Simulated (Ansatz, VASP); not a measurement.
# One calculation of SrO, two programs

Contents of INCAR:

```
PREC = Accurate
ENCUT = 520
EDIFF = 1E-6
ISMEAR = -1
SIGMA = 0.02
LREAL = F
LASPH = T
NELM = 100
ALGO = Normal
ISIF = 2
LWAVE = F
LCHARG = T
GGA = PE
LELF = T
LVHAR = T
NBANDS = 15
```

File KPOINTS:

```
Automatic mesh
0
Gamma
  8 8 8
```

File POSCAR:

```
SrO
1.0
    0.0000000000      2.5798923523      2.6348440595
    2.5798923523      0.0000000000      2.6348440595
    2.5798923523      2.5798923523      0.0000000000
Sr O
1 1
Direct
    0.0000000000      0.0000000000      0.0000000000
    0.5000000000      0.5000000000      0.5000000000
```

Input for Ansatz:

```yaml
crystal:
  lattice:
    - [0.0, 2.5798923523, 2.6348440595]
    - [2.5798923523, 0.0, 2.6348440595]
    - [2.5798923523, 2.5798923523, 0.0]
  atoms:
    - { symbol: Sr, position: [0.0, 0.0, 0.0] }
    - { symbol: O, position: [0.5, 0.5, 0.5] }
kpoints:
  mp_grid: { grid: [8, 8, 8] }
  band_path:
    path:
      - [0.0, 0.0, 0.0]
      - [0.5, 0.0, 0.5]
      - [0.625, 0.25, 0.625]
      - [0.375, 0.375, 0.75]
      - [0.5, 0.5, 0.5]
      - [0.5, 0.25, 0.75]
    npoints: 1
hamiltonian:
  xc: pbe
scf:
  occupations: { method: fermi_dirac, width: 0.02 }
  n_extra_bands: 4
output:
  forces: true
  stress: true
  eigenvalues: true
```

Change from the starting cell: uniaxial_z strain +2.1%.

Alike in both runs: task single point; functional PBE; k mesh 8 × 8 × 8; occupations fermi-dirac, width 0.02 eV; no spin polarisation.

```csv
,VASP,Ansatz
version,VASP 6.6.1,Ansatz 0.2.0
potentials or method,"VASP PAW PBE potentials, release 64 (Sr_sv, O)","plane waves, PAW"
plane-wave cutoff (eV),520,420
valence electrons in the cell,16,16
```

VASP gave:

```
gap on the k mesh at the Fermi level (eV)                     : 3.24
pressure (GPa)                                                : 0.5
traceless stress, the component that is largest in VASP (GPa) : -1.61
```

Question: What did Ansatz give for the same quantities?

Answer: gap on the k mesh at the Fermi level (eV): 3.28; pressure (GPa): 0.0; traceless stress, the component that is largest in VASP (GPa): -1.53.
